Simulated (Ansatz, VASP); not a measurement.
**BeB2P3 in VASP and in Ansatz**

```xyz
6
Lattice="6.1059 0.0000 0.0000 0.0000 1.7862 3.8398 0.0000 -1.7862 3.8398" Properties=species:S:1:pos:R:3 pbc="T T T"
Be    0.0000    0.0000    2.6199
B     4.5034    0.0000    1.2164
B     1.6025    0.0000    1.2164
P     3.0530    0.0000    2.4376
P     0.0000    0.0000    0.1671
P     3.0530    0.0000    0.0221
```

Alike in both runs: functional PBE; k mesh 6 × 12 × 12; occupations gaussian, width 0.1 eV; no spin polarisation.

Ansatz relaxed the structure, and its values are those at the end. VASP's run is a single point on that final structure, the one shown.

|  | VASP | Ansatz |
| --- | --- | --- |
| version | VASP 6.6.1 | Ansatz 0.2.0 |
| potentials or method | VASP PAW PBE potentials, release 64 (Be, B, P), cutoff 520 eV | scalar-relativistic, plane waves, PAW |
| valence electrons in the cell | 23 | 23 |

|  | VASP | Ansatz | Ansatz less VASP |
| --- | --- | --- | --- |
| gap on the k mesh at the Fermi level (eV) | none | none | - |
| pressure (GPa) | -0.2 | 0.0 | +0.22 |
| rms of the force components (eV/Å) | 0.014 | 0.001 | -0.0130 |

A gap of «none» marks a metal or a gap that the smearing closes. The functional is the same, so the differences come from potentials, cutoffs and numerics.
